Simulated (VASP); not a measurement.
Here is a VASP 6.6.1 calculation.

File POSCAR:

```
AlN
1.0
    3.1130000000      0.0000000000      0.0000000000
   -1.5565000000      2.6959370820      0.0000000000
    0.0000000000      0.0000000000      4.9810000000
Al N
2 2
Direct
    0.3333333333      0.6666666667      0.0000000000
    0.6666666667      0.3333333333      0.5000000000
    0.3333333333      0.6666666667      0.3800000000
    0.6666666667      0.3333333333      0.8800000000
```

The input INCAR.step1:

```
SYSTEM = AlN
PREC     = Accurate       ! precision mode
ENCUT    = 600            ! plane-wave cutoff, eV
EDIFF    = 1E-5           ! SCF threshold, eV
ISMEAR   = 0              ! smearing method
SIGMA    = 0.02           ! smearing width, eV
LREAL    = .FALSE.        ! projectors in reciprocal space
LASPH    = .TRUE.         ! aspherical terms in the spheres
NELM     = 120            ! most SCF steps
ALGO     = Normal         ! electronic algorithm
LWAVE    = .TRUE.         ! write WAVECAR
LCHARG   = .FALSE.        ! write CHGCAR
GGA      = PE             ! functional
NBANDS   = 16             ! bands
GGA_COMPAT= .FALSE.      
IBRION   = 2              ! ionic algorithm
ISIF     = 3              ! what is computed and relaxed
EDIFFG   = -0.005         ! ionic threshold
NELMIN   = 4            
NSW      = 100            ! ionic steps
KPAR     = 4
```

INCAR.step2

```
SYSTEM = AlN
PREC     = Accurate       ! precision mode
ENCUT    = 600            ! plane-wave cutoff, eV
EDIFF    = 1E-7           ! SCF threshold, eV
ISMEAR   = 0              ! smearing method
SIGMA    = 0.02           ! smearing width, eV
LREAL    = .FALSE.        ! projectors in reciprocal space
LASPH    = .TRUE.         ! aspherical terms in the spheres
NELM     = 120            ! most SCF steps
ALGO     = Normal         ! electronic algorithm
ISIF     = 3              ! what is computed and relaxed
LWAVE    = .FALSE.        ! write WAVECAR
LCHARG   = .FALSE.        ! write CHGCAR
GGA      = PE             ! functional
LHFCALC  = .TRUE.         ! exact exchange
HFSCREEN = 0.2079         ! screening, 1/A
PRECFOCK = Normal       
IBRION   = 2              ! ionic algorithm
NSW      = 100            ! ionic steps
EDIFFG   = -0.005         ! ionic threshold
ISTART   = 1            
GGA_COMPAT= .FALSE.      
NELMIN   = 4            
KPAR     = 4
```

The input KPOINTS:

```
regular mesh
0
G
  6 6 4
  0 0 0
```

Potentials or basis: VASP PAW PBE potentials, release 64 (Al, N).

Command:

```console
$ cat potpaw_PBE.64/Al/POTCAR potpaw_PBE.64/N/POTCAR > POTCAR
$ cp INCAR.step1 INCAR
$ mpirun -np 4 vasp_std > vasp.out
$ cp INCAR.step2 INCAR
$ mpirun -np 4 vasp_std > vasp.out
```

Q: Estimate the relaxed cell.

A: a = 3.104 Å, b = 3.104 Å, c = 4.968 Å, α = 90.00°, β = 90.00°, γ = 120.00°.

Q: Predict the band gap on the k mesh.

A: 5.62 eV.

Q: What does it give for the space group after relaxing (to 0.1 Å)?

A: P6_3mc (No. 186).

Q: Estimate the relaxed volume.

A: 10.36 Å³/atom.

Step by step:
```tsv
step	energy change (eV)	largest force (eV/Å)	pressure (GPa)	volume (Å³)
1	0.0000	0.1281	-1.75	41.80
2	-0.0002	0.0886	1.81	41.11
3	-0.0031	0.0184	0.02	41.45
4	-0.0032	0.0090	0.01	41.45
5	-0.0032	0.0031	0.00	41.45
6	-0.0033	0.0009	0.01	41.45
```

Caveat: the PAW data sets were made with another functional, which shifts forces and pressure a little.
